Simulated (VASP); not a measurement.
# HgTe (R3m) in VASP: further runs

Runs on HgTe. Level: LDA. Tasks: electric field gradients.

Program: VASP 6.6.1. These are calculated values, not measurements. Logs are shortened: lines on timing, memory, paths and dates and some standing lists are left out, and cuts for length are marked.

**1. The cell of the first run**

It takes space group R3m (No. 160, trigonal). Conventional cell: a = 4.582 Å, b = 4.582 Å, c = 11.055 Å, α = 90.00°, β = 90.00°, γ = 120.00°. Within 3.6 Å of Hg (site symmetry 3m) lie 4 Te at 2.76 to 2.80 Å. Te (site symmetry 3m) has 4 Hg at 2.76 to 2.80 Å within 3.6 Å.

**2. Electric field gradients, LDA (equal xy, yz and zx shear strains of -1 %)**

Input file INCAR:

```
SYSTEM = HgTe
ALGO = Normal
EDIFF = 1E-8
ENCUT = 520
ISIF = 2
ISMEAR = -1
LASPH = .TRUE.
LCHARG = .FALSE.
LEFG = .TRUE.
LREAL = .FALSE.
LWAVE = .FALSE.
NBANDS = 16
NELM = 60
PREC = Accurate
SIGMA = 0.03
```

Input file KPOINTS:

```
k-points
0
G
  11 11 11
  0 0 0
```

Input file POSCAR:

```
HgTe
1.0
   -0.0322350000      3.2073825000      3.2073825000
    3.2073825000     -0.0322350000      3.2073825000
    3.2073825000      3.2073825000     -0.0322350000
Hg Te
1 1
Direct
    0.0000000000      0.0000000000      0.0000000000
    0.7500000000      0.7500000000      0.7500000000
```

Potentials or basis: VASP PAW LDA potentials, release 64 (Hg, Te).

Run with:

```console
$ cat potpaw_LDA.64/Hg/POTCAR potpaw_LDA.64/Te/POTCAR > POTCAR
$ mpirun -np 1 vasp_std > vasp.out
```

OUTCAR:

```text
SYSTEM = HgTe
   EDIFF = 1E-8
   ENCUT = 520
   ISIF = 2
   ISMEAR = -1
   LASPH = .TRUE.
   LREAL = .FALSE.
   NELM = 60
   PREC = Accurate

 ion  position               nearest neighbor table
   1  0.000  0.000  0.000-   2 2.76   2 2.80   2 2.80   2 2.80
   2  0.750  0.750  0.750-   1 2.76   1 2.80   1 2.80   1 2.80

  LATTYP: Found a trigonal (rhomboedric) cell.
 ALAT       =     4.5360383704
 COS(alpha) =     0.4899250057

  Lattice vectors:

 A1 = (  -0.0322350000,   3.2073825000,   3.2073825000)
 A2 = (   3.2073825000,  -0.0322350000,   3.2073825000)
 A3 = (   3.2073825000,   3.2073825000,  -0.0322350000)

Analysis of symmetry for initial positions (statically):
=====================================================================
 Subroutine PRICEL returns:
 Original cell was already a primitive cell.

 Routine SETGRP: Setting up the symmetry group for a
 trigonal (rhombohedral) supercell.

 Subroutine GETGRP returns: Found  6 space group operations
 (whereof  6 operations were pure point group operations)
 out of a pool of 12 trial point group operations.

The static configuration has the point symmetry C_3v.

Analysis of symmetry for dynamics (positions and initial velocities):
=====================================================================
 Subroutine PRICEL returns:
 Original cell was already a primitive cell.

 Routine SETGRP: Setting up the symmetry group for a
 trigonal (rhombohedral) supercell.

 Subroutine GETGRP returns: Found  6 space group operations
 (whereof  6 operations were pure point group operations)
 out of a pool of 12 trial point group operations.

The dynamic configuration has the point symmetry C_3v.

 Subroutine INISYM returns: Found  6 space group operations
 (whereof  6 operations are pure point group operations),
 and found     1 'primitive' translations

----------------------------------------------------------------------------------------

                                     Primitive cell

  volume of cell :      66.9854

  direct lattice vectors                    reciprocal lattice vectors
    -0.032235000  3.207382500  3.207382500    -0.153559717  0.155118699  0.155118699
     3.207382500 -0.032235000  3.207382500     0.155118699 -0.153559717  0.155118699
     3.207382500  3.207382500 -0.032235000     0.155118699  0.155118699 -0.153559717

  length of vectors
     4.536038370  4.536038370  4.536038370     0.267776415  0.267776415  0.267776415

  position of ions in fractional coordinates (direct lattice)
     0.000000000  0.000000000  0.000000000
     0.750000000  0.750000000  0.750000000

  ion indices of the primitive-cell ions
   primitive index   ion index
                 1           1
                 2           2

----------------------------------------------------------------------------------------

 KPOINTS: k-points

Automatic generation of k-mesh.
 Grid dimensions read from file:
 generate k-points for:   11   11   11

 Generating k-lattice:

  Cartesian coordinates                     Fractional coordinates (reciprocal lattice)
    -0.013959974  0.014101700  0.014101700     0.090909091 -0.000000000 -0.000000000
     0.014101700 -0.013959974  0.014101700    -0.000000000  0.090909091 -0.000000000
     0.014101700  0.014101700 -0.013959974    -0.000000000 -0.000000000  0.090909091

  Length of vectors
     0.024343310  0.024343310  0.024343310

  Shift w.r.t. Gamma in fractional coordinates (k-lattice)
     0.000000000  0.000000000  0.000000000

 Subroutine IBZKPT returns following result:
 ===========================================

 Found    146 irreducible k-points:

 Following reciprocal coordinates:
            Coordinates               Weight
  0.000000  0.000000  0.000000      1.000000
  0.090909 -0.000000 -0.000000      6.000000
  0.181818  0.000000  0.000000      6.000000
  0.272727  0.000000 -0.000000      6.000000
  0.363636  0.000000 -0.000000      6.000000
  0.454545  0.000000  0.000000      6.000000
[... 16 lines left out ...]
 -0.272727  0.181818 -0.000000     12.000000
 -0.181818  0.181818  0.000000      6.000000
 [... further k-points ...]
   k-points           NKPTS =    146   k-points in BZ     NKDIM =    146   number of bands    NBANDS=     16
   number of dos      NEDOS =    301   number of ions     NIONS =      2
   total plane-waves  NPLWV =  46656
   dimension x,y,z NGX =    36 NGY =   36 NGZ =   36
   dimension x,y,z NGXF=    72 NGYF=   72 NGZF=   72
   ions per type =               1   1
   NGX,Y,Z   is equivalent  to a cutoff of  13.19, 13.19, 13.19 a.u.
   NGXF,Y,Z  is equivalent  to a cutoff of  26.39, 26.39, 26.39 a.u.
 SYSTEM =  HgTe
   PREC   = accura    normal or accurate (medium, high low for compatibility)
   ISTART =      0    job   : 0-new  1-cont  2-samecut
   ICHARG =      2    charge: 1-file 2-atom 10-const
   ISPIN  =      1    spin polarized calculation?
   LNONCOLLINEAR =      F non collinear calculations
   LSORBIT =      F    spin-orbit coupling
   LASPH  =      T    aspherical Exc in radial PAW
   ENCUT  =  520.0 eV  38.22 Ry    6.18 a.u.   8.43  8.43  8.43*2*pi/ulx,y,z
   NELM   =     60;   NELMIN=  2; NELMDL= -5     # of ELM steps
   EDIFF  = 0.1E-07   stopping-criterion for ELM
   LREAL  =      F    real-space projection
   EDIFFG = 0.1E-06   stopping-criterion for IOM
   NSW    =      0    number of steps for IOM
   IBRION =     -1    ionic relax: 0-MD 1-quasi-New 2-CG
   NFREE  =      0    steps in history (QN), initial steepest desc. (CG)
   ISIF   =      2    stress and relaxation
   ISYM   =      2    0-nonsym 1-usesym 2-fastsym
   POTIM  = 0.5000    time-step for ionic-motion
   TEBEG  =    0.0;   TEEND  =   0.0 temperature during run
   PSTRESS=    0.0 pullay stress
   NELECT =      18.0000    total number of electrons
   NUPDOWN=      -1.0000    fix difference up-down
   EMIN   =  10.00;   EMAX   =-10.00  energy-range for DOS
   EFERMI =   0.00;   METHOD = LEGACY
   ISMEAR =    -1;   SIGMA  =   0.03  broadening in eV -4-tet -1-fermi 0-gaus
   EFERMI_NEDOS =   21; number of points for ismear=-14 and -15
   IALGO  =     38    algorithm
   IMIX   =      4    mixing-type and parameters
     AMIX     =   0.40;   BMIX     =  1.00
     AMIX_MAG =   1.60;   BMIX_MAG =  1.00
  volume/ion in A,a.u.               =      33.49       226.02
  Fermi-wavevector in a.u.,A,eV,Ry     =   1.056426  1.996355 15.184577  1.116035
  Thomas-Fermi vector in A             =   2.191661
   LORBIT       =      0    0 simple, 1 ext, 2 COOP (PROOUT), +10 PAW based schemes
   GGA     = CA    functional components
   LHFCALC =     F    Hartree Fock is set to
   AEXX    =    0.0000 exact exchange contribution
   IVDW    =     0    specifies the selected vdW correction
   LEPSILON=     F    determine dielectric tensor
   LRPA    =     F    only Hartree local field effects (RPA)
 non-spin polarized calculation
  energy-cutoff  :      520.00
  volume of cell :       66.99
 maximum number of plane-waves:      1832
 NGX is ok and might be reduce to    36
   NGX = 17   NGY = 17   NGZ = 17

 number of electron      18.0000001 magnetization

 Free energy of the ion-electron system (eV)
  ---------------------------------------------------
  ext. energy  EPLUGINS =         0.00000000
  ---------------------------------------------------
  free energy    TOTEN  =        -5.03602391 eV

  energy without entropy =       -5.03589638  energy(sigma->0) =       -5.03596014

 E-fermi :   3.0257     XC(G=0):  -9.1348

 val. band max:        3.0219230662   @ k =   0.0000   0.0000   0.0000
 cond. band min:       3.4274317339   @ k =   0.0909  -0.0000  -0.0000
 fundamental gap:      0.4055086677
 Fermi energy:         3.0256933808

 k-point     1 :       0.0000    0.0000    0.0000
  band No.  band energies     occupation
      1      -9.1118      2.00000
      2      -4.4504      2.00000
      3      -4.4265      2.00000
      4      -4.4265      2.00000
      5      -3.8914      2.00000
      6      -3.8914      2.00000
[... 8 lines left out ...]
     15      12.5129      0.00000
     16      12.5129      0.00000
[... 419 lines left out ...]
 k-point    24 :      -0.1818    0.1818    0.0000
  band No.  band energies     occupation
      1      -8.7435      2.00000
      2      -4.3540      2.00000
      3      -4.3206      2.00000
      4      -4.2206      2.00000
      5      -3.9134      2.00000
      6      -3.8638      2.00000
[... 8 lines left out ...]
     15      11.9780      0.00000
     16      12.2355      0.00000

 [... further k-points ...]

------------------------ aborting loop because EDIFF is reached ----------------------------------------

  FORCE on cell =-STRESS in cart. coord.  units (eV):
  Direction    XX          YY          ZZ          XY          YZ          ZX
  --------------------------------------------------------------------------------------
  -------------------------------------------------------------------------------------
  Total        0.0093096      0.0093096      0.0093096      0.1780888      0.1780888      0.1780888
  in kB        0.2226704      0.2226704      0.2226704      4.2595807      4.2595807      4.2595807
  external PRESSURE =       0.2226704 kB  Pullay stress =       0.0000000 kB

 VOLUME and BASIS-vectors are now :
 -----------------------------------------------------------------------------
  energy-cutoff  :      520.00
  volume of cell :       66.99
      direct lattice vectors                 reciprocal lattice vectors
    -0.032235000  3.207382500  3.207382500    -0.153559717  0.155118699  0.155118699
     3.207382500 -0.032235000  3.207382500     0.155118699 -0.153559717  0.155118699
     3.207382500  3.207382500 -0.032235000     0.155118699  0.155118699 -0.153559717

 POSITION                                       TOTAL-FORCE (eV/Angst)
 -----------------------------------------------------------------------------------
      0.00000      0.00000      0.00000         0.060096      0.060096      0.060096
      4.78690      4.78690      4.78690        -0.060096     -0.060096     -0.060096
 -----------------------------------------------------------------------------------
    total drift:                               -0.000324     -0.000324     -0.000324

  FREE ENERGIE OF THE ION-ELECTRON SYSTEM (eV)
  ---------------------------------------------------
  free  energy   TOTEN  =        -5.0360239101 eV

  energy  without entropy=       -5.0358963766  energy(sigma->0) =       -5.03596014

 Electric field gradients (V/A^2)
---------------------------------------------------------------------
 ion       V_xx      V_yy      V_zz      V_xy      V_xz      V_yz
---------------------------------------------------------------------
   1       0.000    -0.000    -0.000   -14.202   -14.202   -14.202
   2       0.000    -0.000     0.000    -1.721    -1.721    -1.721
---------------------------------------------------------------------

 Electric field gradients after diagonalization (V/A^2)
 (convention: |V_zz| > |V_xx| > |V_yy|)
----------------------------------------------------------------------
 ion       V_xx      V_yy      V_zz     asymmetry (V_yy - V_xx)/ V_zz
----------------------------------------------------------------------
   1      14.202    14.202   -28.404       0.000
   2       1.721     1.721    -3.442       0.000
----------------------------------------------------------------------

           NMR quadrupolar parameters

 Cq : quadrupolar parameter    Cq=e*Q*V_zz/h
 eta: asymmetry parameters     (V_yy - V_xx)/ V_zz
 Q  : nuclear electric quadrupole moment in mb (millibarn)
----------------------------------------------------------------------
 ion       Cq(MHz)       eta       Q (mb)
----------------------------------------------------------------------
   1      -0.069       0.000       1.000
   2      -0.008       0.000       1.000
----------------------------------------------------------------------
```

It took 66 s on 1 thread of Intel Xeon 6975P-C (Granite Rapids), shared host; peak memory 0.29 GiB.

Results:

```
Free energy                             : -5.0360 eV
Pressure                                : 0.0 GPa
Largest force                           : 0.104 eV/Å
Band gap on the k mesh                  : 0.05 eV
Largest electric field gradient by atom : Hg -28.4; Te -3.4 V/Å²
```

Forces on the atoms (eV/Å):
```
Hg   0.060  0.060  0.060
Te  -0.060 -0.060 -0.060
```

Electric field gradients, principal values (V/Å²):
```tsv
atom	least	middle	greatest (by size)
1 Hg	14.202	14.202	-28.404
2 Te	1.721	1.721	-3.442
```

Caveat: the cell differs from its parent crystal (equal xy, yz and zx shear strains of -1 %); the smearing spreads over this small gap; without QUAD_EFG the Cq values of the log hold for a quadrupole moment of 1 mb, not for the nuclei; spin-orbit coupling is left out, which moves the levels of the heavy elements. A k mesh can miss the band edges.

**3. Electric field gradients, LDA (equal xy, yz and zx shear strains of +2 %)**

Input file INCAR:

```
SYSTEM = HgTe
PREC     = Accurate       ! precision mode
ENCUT    = 520            ! plane-wave cutoff, eV
EDIFF    = 1E-8           ! SCF threshold, eV
ISMEAR   = -1             ! smearing method
SIGMA    = 0.03           ! smearing width, eV
LREAL    = .False.        ! projectors in reciprocal space
LASPH    = .True.         ! aspherical terms in the spheres
NELM     = 60             ! most SCF steps
ALGO     = Normal         ! electronic algorithm
ISIF     = 2              ! what is computed and relaxed
LWAVE    = .False.        ! write WAVECAR
LCHARG   = .False.        ! write CHGCAR
GGA      = CA             ! functional
LEFG     = .True.       
NBANDS   = 16             ! bands
```

Input file KPOINTS:

```
regular mesh
0
Gamma
  11 11 11
  0 0 0
```

Input file POSCAR:

```
HgTe
1.0
    0.0644700000      3.2557350000      3.2557350000
    3.2557350000      0.0644700000      3.2557350000
    3.2557350000      3.2557350000      0.0644700000
Hg Te
1 1
Direct
    0.0000000000      0.0000000000      0.0000000000
    0.7500000000      0.7500000000      0.7500000000
```

Potentials or basis: VASP PAW LDA potentials, release 64 (Hg, Te).

Run with:

```console
$ cat potpaw_LDA.64/Hg/POTCAR potpaw_LDA.64/Te/POTCAR > POTCAR
$ mpirun -np 1 vasp_std > vasp.out
```

OUTCAR:

```text
SYSTEM = HgTe
   PREC = Accurate
   ENCUT = 520
   EDIFF = 1E-8
   ISMEAR = -1
   LREAL = .False.
   LASPH = .True.
   NELM = 60
   ISIF = 2
   GGA = CA

 ion  position               nearest neighbor table
   1  0.000  0.000  0.000-   2 2.77   2 2.77   2 2.77   2 2.85
   2  0.750  0.750  0.750-   1 2.77   1 2.77   1 2.77   1 2.85

  LATTYP: Found a trigonal (rhomboedric) cell.
 ALAT       =     4.6047559285
 COS(alpha) =     0.5197000882

  Lattice vectors:

 A1 = (   0.0644700000,   3.2557350000,   3.2557350000)
 A2 = (   3.2557350000,   0.0644700000,   3.2557350000)
 A3 = (   3.2557350000,   3.2557350000,   0.0644700000)

Analysis of symmetry for initial positions (statically):
=====================================================================
 Subroutine PRICEL returns:
 Original cell was already a primitive cell.

 Routine SETGRP: Setting up the symmetry group for a
 trigonal (rhombohedral) supercell.
[... 643 lines left out ...]
  energy-cutoff  :      520.00
  volume of cell :       66.97
      direct lattice vectors                 reciprocal lattice vectors
     0.064470000  3.255735000  3.255735000    -0.158213737  0.155141625  0.155141625
     3.255735000  0.064470000  3.255735000     0.155141625 -0.158213737  0.155141625
     3.255735000  3.255735000  0.064470000     0.155141625  0.155141625 -0.158213737

 POSITION                                       TOTAL-FORCE (eV/Angst)
 -----------------------------------------------------------------------------------
      0.00000      0.00000      0.00000        -0.098942     -0.098942     -0.098942
      4.93196      4.93196      4.93196         0.098942      0.098942      0.098942
 -----------------------------------------------------------------------------------
    total drift:                                0.000262      0.000262      0.000262

  FREE ENERGIE OF THE ION-ELECTRON SYSTEM (eV)
  ---------------------------------------------------
  free  energy   TOTEN  =        -5.0286563990 eV

  energy  without entropy=       -5.0285320164  energy(sigma->0) =       -5.02859421

 Electric field gradients (V/A^2)
---------------------------------------------------------------------
 ion       V_xx      V_yy      V_zz      V_xy      V_xz      V_yz
---------------------------------------------------------------------
   1       0.000     0.000     0.000    28.249    28.249    28.249
   2      -0.000    -0.000    -0.000     4.705     4.705     4.705
---------------------------------------------------------------------

 Electric field gradients after diagonalization (V/A^2)
 (convention: |V_zz| > |V_xx| > |V_yy|)
----------------------------------------------------------------------
 ion       V_xx      V_yy      V_zz     asymmetry (V_yy - V_xx)/ V_zz
----------------------------------------------------------------------
   1     -28.249   -28.249    56.499       0.000
   2      -4.705    -4.705     9.409       0.000
----------------------------------------------------------------------

           NMR quadrupolar parameters

 Cq : quadrupolar parameter    Cq=e*Q*V_zz/h
 eta: asymmetry parameters     (V_yy - V_xx)/ V_zz
 Q  : nuclear electric quadrupole moment in mb (millibarn)
----------------------------------------------------------------------
 ion       Cq(MHz)       eta       Q (mb)
----------------------------------------------------------------------
   1       0.137       0.000       1.000
   2       0.023       0.000       1.000
----------------------------------------------------------------------
```

Run time: 67 s. Hardware: 1 thread of Intel Xeon 6975P-C (Granite Rapids), shared host; peak memory 0.28 GiB.

What came out:

```
Free energy                             : -5.0287 eV
Pressure                                : 0.1 GPa
Largest force                           : 0.171 eV/Å
Band gap on the k mesh                  : zero (filled and empty bands touch)
Largest electric field gradient by atom : Hg +56.5; Te +9.4 V/Å²
```

Forces on the atoms (eV/Å):
```
Hg  -0.099 -0.099 -0.099
Te   0.099  0.099  0.099
```

Stress tensor (GPa, compression positive):
```
 0.09 -0.79 -0.79
-0.79  0.09 -0.79
-0.79 -0.79  0.09
```

Electric field gradients, principal values (V/Å²):
```csv
atom,least,middle,greatest (by size)
1 Hg,-28.249,-28.249,56.499
2 Te,-4.705,-4.705,9.409
```

Caveat: the cell differs from its parent crystal (equal xy, yz and zx shear strains of +2 %); semilocal functionals underestimate gaps, and a narrow one can read as zero; without QUAD_EFG the Cq values of the log hold for a quadrupole moment of 1 mb, not for the nuclei; spin-orbit coupling is left out, which moves the levels of the heavy elements.

The gap in the log of VASP goes by the Fermi energy; the results here count the filled bands.